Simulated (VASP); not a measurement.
Input of a VASP 6.6.1 run:

The input INCAR:

```
PREC = Accurate ; ENCUT = 520
EDIFF = 1E-7 ; ISMEAR = 1
SIGMA = 0.1 ; LREAL = F
LASPH = T ; NELM = 60
ALGO = Normal ; ISIF = 2
LWAVE = F ; LCHARG = F
NBANDS = 26
```

Contents of KPOINTS:

```
regular mesh
0
Gamma
  4 4 4
```

File POSCAR:

```
LaGa2
1.0
    4.3200000000      0.0000000000      0.0000000000
   -2.1600000000      3.7412300000      0.0000000000
    0.0000000000      0.0000000000      4.4160000000
La Ga
1 2
Direct
    0.0000000000      0.0000000000      0.0000000000
    0.3333333333      0.6666666667      0.5000000000
    0.6666666667      0.3333333333      0.5000000000
```

Potentials or basis: VASP PAW LDA potentials, release 64 (La, Ga_d).

Run with:

```console
$ cat potpaw_LDA.64/La/POTCAR potpaw_LDA.64/Ga_d/POTCAR > POTCAR
$ mpirun -np 1 vasp_std > vasp.out
```

**Question.** Estimate the band gap on the k mesh.

**Answer.** Zero (an odd number of electrons rules out a gap without spin polarisation).

**Question.** Predict the pressure.

**Answer.** -4.6 GPa.

Stress tensor (GPa, compression positive):
```
-5.05  0.00  0.00
 0.00 -5.05  0.00
 0.00  0.00 -3.79
```

Caveat: the k points lie up to 0.42 Å⁻¹ apart, too coarse for converged energies and pressures of a metal; spin-orbit coupling is left out, which moves the levels of the heavy elements.
